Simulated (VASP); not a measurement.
Runs of VASP 6.6.1 on In. The structure is that of space group I4/mmm (No. 139), or close to it. The cells are those of the table. 

```csv
cell,gap on the mesh (eV),pressure (GPa)
"a = 3.518 Å, angles 124.8, 124.8, 81.9°, 1 atom",none,-1.1
"a = 3.538 Å, angles 125.5, 125.5, 80.7°, 1 atom",none,-1.1
"a = 3.552 Å, angles 127.1, 127.1, 78.1°, 1 atom",none,-0.2
"a = 3.535 Å, angles 126.7, 126.7, 78.7°, 1 atom",none,0.0
"a = 3.452 Å, angles 123.4, 123.4, 84.1°, 1 atom",none,-0.1
"a = 3.539 Å, angles 126.8, 126.8, 78.6°, 1 atom",none,-0.1
"a = 3.488 Å, angles 124.1, 124.1, 83.1°, 1 atom",none,(b)
"a = 3.549 Å, angles 126.3, 126.3, 79.4°, 1 atom",none,-0.8
"a = 3.551 Å, angles 127.1, 127.1, 78.2°, 1 atom",none,-0.2
"a = 3.391 Å, angles 122.6, 122.6, 85.5°, 1 atom",none,1.5
"a = 3.418 Å, angles 123.0, 123.0, 85.0°, 1 atom",none,(a)
"a = 3.547 Å, angles 127.0, 127.0, 78.3°, 1 atom",none,-0.1
```

Alike in all rows: task single point; level PBE; potentials or basis VASP PAW PBE potentials, release 64 (In_d); no spin polarisation; k mesh 8 × 8 × 8; cutoff (eV) 520; smearing fermi-dirac 0.1 eV.

Task: Fill in the values left out.

Result: (a) 0.8; (b) -0.7.

Caveats: spin-orbit coupling is left out, which moves the levels of the heavy elements.

A k mesh can miss the band edges, and the runs leave out spin-orbit coupling on In.

A gap of «none» marks levels without a gap at the run's occupations.
